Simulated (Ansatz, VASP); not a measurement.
**One calculation of Ge, two programs**

File INCAR:

```
SYSTEM = Ge
PREC = Accurate
ENCUT = 520
EDIFF = 1E-6
ISMEAR = 0
SIGMA = 0.1
LREAL = .False.
LASPH = .True.
NELM = 60
ALGO = Normal
ISIF = 2
LWAVE = .False.
LCHARG = .False.
LDIPOL = .True.
IDIPOL = 3
DIPOL = 0.5 0.5 0.377
GGA = PE
IVDW = 12
NBANDS = 36
```

The input KPOINTS:

```
Automatic mesh
0
Gamma
  9 9 1
  0 0 0
```

Contents of POSCAR:

```
Ge
1.0
    4.0226895311      0.0000000000      0.0000000000
   -2.0113447656      3.4837513255      0.0000000000
    0.0000000000      0.0000000000     18.8685220517
Ge
4
Direct
    0.3333333333      0.6666666667      0.2747571332
    0.6666666667      0.3333333333      0.2384924472
    1.1111111111      1.2222222222      0.5150653573
    0.7777777778      1.5555555556      0.4788006714
```

Input for Ansatz:

```yaml
crystal:
  lattice:
    - [4.0226895311, 0.0, 0.0]
    - [-2.0113447656, 3.4837513255, 0.0]
    - [0.0, 0.0, 18.8685220517]
  atoms:
    - { symbol: Ge, position: [0.3333333333, 0.6666666667, 0.2747571332] }
    - { symbol: Ge, position: [0.6666666667, 0.3333333333, 0.2384924472] }
    - { symbol: Ge, position: [1.1111111111, 1.2222222222, 0.5150653573] }
    - { symbol: Ge, position: [0.7777777778, 1.5555555556, 0.4788006714] }
basis:
  ecutwfc: 420
kpoints:
  mp_grid: { grid: [9, 9, 1] }
hamiltonian:
  xc: pbe
  pseudopotentials: { kind: paw, azcp: { folder: soft_1 } }
  dispersion: d3bj
scf:
  occupations: { method: gaussian, width: 0.1 }
output:
  forces: true
  eigenvalues: true
efield:
  axis: 3
  dipole_correction: true
  ramp_width: 0.04
```

Alike in both runs: task single point; functional PBE; dispersion D3(BJ); k mesh 9 × 9 × 1; occupations gaussian, width 0.1 eV; no spin polarisation.

|  | VASP | Ansatz |
| --- | --- | --- |
| version | VASP 6.6.1 | Ansatz 0.2.0 |
| potentials or method | VASP PAW PBE potentials, release 64 (Ge_d), cutoff 520 eV | scalar-relativistic, plane waves, PAW |
| valence electrons in the cell | 56 | 56 |

VASP gave:

| Quantity | Value |
| --- | --- |
| gap on the k mesh at the Fermi level (eV) | 0.21 |
| least direct gap on the mesh (eV) | 0.21 |
| rms of the force components (eV/Å) | 0.070 |

Problem. What did Ansatz give for the same quantities?

Solution. gap on the k mesh at the Fermi level (eV): 0.21; least direct gap on the mesh (eV): 0.21; rms of the force components (eV/Å): 0.071.

Atom by atom the forces differ by 0.001 eV/Å (rms over components).
